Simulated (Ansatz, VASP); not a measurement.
# Ge in VASP and in Ansatz

INCAR

```
SYSTEM = Ge
  PREC = Accurate
  ENCUT = 520
  EDIFF = 1E-8
  ISMEAR = -1
  SIGMA = 0.05
  LREAL = .FALSE.
  LASPH = .TRUE.
  NELM = 80
  ALGO = Normal
  ISIF = 2
  LWAVE = .FALSE.
  LCHARG = .FALSE.
  GGA = PE
  LEFG = .TRUE.
  NBANDS = 36
```

Contents of KPOINTS:

```
Automatic mesh
0
G
  11 11 6
  0 0 0
```

File POSCAR:

```
Ge
1.0
    3.9176341263      0.0000000000      0.0000000000
   -1.9588170631      3.3927706761      0.0000000000
    0.0000000000      0.0000000000      6.5993779500
Ge
4
Direct
    0.6666666667      0.3333333333      0.0629012500
    0.3333333333      0.6666666667      0.5629012500
    0.6666666667      0.3333333333      0.4370987500
    0.3333333333      0.6666666667      0.9370987500
```

Input for Ansatz:

```yaml
crystal:
  lattice:
    - [3.9176341263, 0.0, 0.0]
    - [-1.9588170631, 3.3927706761, 0.0]
    - [0.0, 0.0, 6.59937795]
  atoms:
    - { symbol: Ge, position: [0.6666666667, 0.3333333333, 0.06290125] }
    - { symbol: Ge, position: [0.3333333333, 0.6666666667, 0.56290125] }
    - { symbol: Ge, position: [0.6666666667, 0.3333333333, 0.43709875] }
    - { symbol: Ge, position: [0.3333333333, 0.6666666667, 0.93709875] }
kpoints:
  mp_grid: { grid: [11, 11, 6] }
scf:
  occupations: { method: fermi_dirac, width: 0.05 }
hamiltonian:
  xc: pbe
  pseudopotentials: { kind: paw }
output:
  forces: true
  stress: true
  eigenvalues: true
  efg: { contact_densities: true }
```

Change from the starting cell: equal xx and yy strain of -2 %, PAW files.

Alike in both runs: task electric field gradients; functional PBE; k mesh 11 × 11 × 6; occupations fermi-dirac, width 0.05 eV; no spin polarisation.

|  | VASP | Ansatz |
| --- | --- | --- |
| version | VASP 6.6.1 | Ansatz 0.2.0 |
| potentials or method | VASP PAW PBE potentials, release 64 (Ge_d) | PAW with Ansatz's default frozen-core files, scalar-relativistic |
| plane-wave cutoff (eV) | 520 | 420 |
| valence electrons in the cell | 56 | 56 |

VASP gave:

| Item | Value |
| --- | --- |
| pressure (GPa) | 6.1 |
| traceless stress, the component that is largest in VASP (GPa) | -2.69 |
| rms of the force components (eV/Å) | 0.140 |
| size of Vzz on the site where it differs most (V/Å²) | 22.2 |

Problem. Estimate Ansatz's values.

Solution. Pressure (GPa): 6.2; traceless stress, the component that is largest in VASP (GPa): -2.70; rms of the force components (eV/Å): 0.142; size of Vzz on the site where it differs most (V/Å²): 22.4.

Atom by atom the forces differ by 0.002 eV/Å (rms over components).
